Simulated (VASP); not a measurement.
## InGa2N3: single point with PBE

InGa2N3:

```xyz
12
Lattice="5.0043 -2.8865 0.0000 5.0043 2.8865 0.0000 0.0000 0.0000 5.3903" Properties=species:S:1:pos:R:3 pbc="T T T"
In    5.0043    1.0088    2.6396
In    5.0043   -1.0088    5.3348
Ga    1.7062    0.9432    2.6551
Ga    8.3025    0.9432    2.6551
Ga    8.3025   -0.9432    5.3503
Ga    1.7062   -0.9432    5.3503
N     1.8041    0.8857    4.6296
N     8.2046    0.8857    4.6296
N     8.2046   -0.8857    1.9345
N     1.8041   -0.8857    1.9345
N     5.0043    1.1116    4.8264
N     5.0043   -1.1116    2.1313
```

* Program: VASP 6.6.1
* Task: single point
* Functional: PBE
* Potentials or basis: VASP PAW PBE potentials, release 64 (In_d, Ga_d, N)
* Cutoff: 520 eV
* k mesh: 4 × 4 × 4
* Occupations: gaussian, width 0.1 eV
* Spin: no spin polarisation

```json
{
 "Pressure": "0.7 GPa",
 "Largest force": "0.025 eV/Å",
 "Band gap on the k mesh": "0.89 eV"
}
```

Forces on the atoms (eV/Å):
```
In   0.000  0.001  0.001
In   0.000 -0.001  0.001
Ga  -0.001  0.000  0.001
Ga   0.001  0.000  0.001
Ga   0.001  0.000  0.001
Ga  -0.001  0.000  0.001
N   -0.018  0.012  0.006
N    0.018  0.012  0.006
N    0.018 -0.012  0.006
N   -0.018 -0.012  0.006
N    0.000 -0.021 -0.015
N    0.000  0.021 -0.015
```

Levels at points of the mesh, in eV from the valence-band top:
| k point | band 51 | band 52 | band 53 | band 54 | band 55 | band 56 | band 57 | band 58 |
| --- | --- | --- | --- | --- | --- | --- | --- | --- |
| (0.00, 0.00, 0.00) | -0.89 | -0.04 | 0.00 | 0.00 | 0.89 | 3.42 | 5.19 | 5.22 |
| (0.50, 0.00, 0.00) | -0.88 | -0.81 | -0.78 | -0.73 | 3.61 | 3.88 | 4.91 | 5.03 |
| (0.50, 0.50, 0.00) | -0.98 | -0.78 | -0.75 | -0.64 | 3.51 | 4.17 | 4.31 | 5.12 |
| (0.00, 0.00, 0.50) | -0.47 | -0.47 | -0.46 | -0.46 | 3.28 | 3.28 | 5.68 | 5.68 |
| (0.50, 0.00, 0.50) | -1.38 | -1.38 | -1.13 | -1.13 | 3.89 | 3.89 | 4.78 | 4.78 |
| (0.50, 0.50, 0.50) | -1.36 | -1.36 | -1.22 | -1.22 | 4.00 | 4.00 | 4.68 | 4.68 |

Run time: 12 min on 1 thread of Intel Xeon 8259CL (shared host), peak memory 0.39 GiB.

Caveat: spin-orbit coupling is left out, which moves the levels of the heavy elements.
